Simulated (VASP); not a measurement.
Write the native input for VASP 6.6.1 that does the following.

```
Task                   : single point
Functional             : PBE
Potentials or basis    : VASP PAW PBE potentials, release 64 (Ti_sv, Pb_d)
Cutoff                 : 520 eV
k mesh                 : 6 × 6 × 6
Occupations            : gaussian, width 0.1 eV
Spin                   : no spin polarisation
Dipole correction      : no
Further INCAR settings : ALGO = Normal; EDIFF = 1e-06; NBANDS = 27
```

The structure of TiPb2 lies in POSCAR:

```
TiPb2
1.0
    5.3892650081      0.0000000000      0.0000000000
   -2.6946325041      4.6672404047      0.0000000000
    0.0000000000      0.0000000000      3.1013753811
Ti Pb
1 2
Direct
    0.0000000000      0.0000000000      0.0000000000
    0.3333333333      0.6666666667      0.5000000000
    0.6666666667      0.3333333333      0.5000000000
```

The input as run:

INCAR

```
SYSTEM = TiPb2
ALGO = Normal
EDIFF = 1E-6
ENCUT = 520
GGA = PE
ISIF = 2
ISMEAR = 0
LASPH = .True.
LCHARG = .False.
LREAL = .False.
LWAVE = .False.
NBANDS = 27
NELM = 100
PREC = Accurate
SIGMA = 0.1
```

KPOINTS

```
k-points
0
Gamma
  6 6 6
  0 0 0
```

Potentials or basis: VASP PAW PBE potentials, release 64 (Ti_sv, Pb_d).

Run with:

```sh
$ cat potpaw_PBE.64/Ti_sv/POTCAR potpaw_PBE.64/Pb_d/POTCAR > POTCAR
$ mpirun -np 1 vasp_std > vasp.out
```

It gave:

```json
{
 "Pressure": "-0.2 GPa",
 "Band gap on the k mesh": "zero (bands 20 and 21 overlap by 0.93 eV)"
}
```

Caveat: spin-orbit coupling is left out, which moves the levels of the heavy elements.

Wall time 32 s on 1 thread of Intel(R) Xeon(R) Platinum 8488C (Sapphire Rapids) (shared host), peak memory 0.21 GiB.
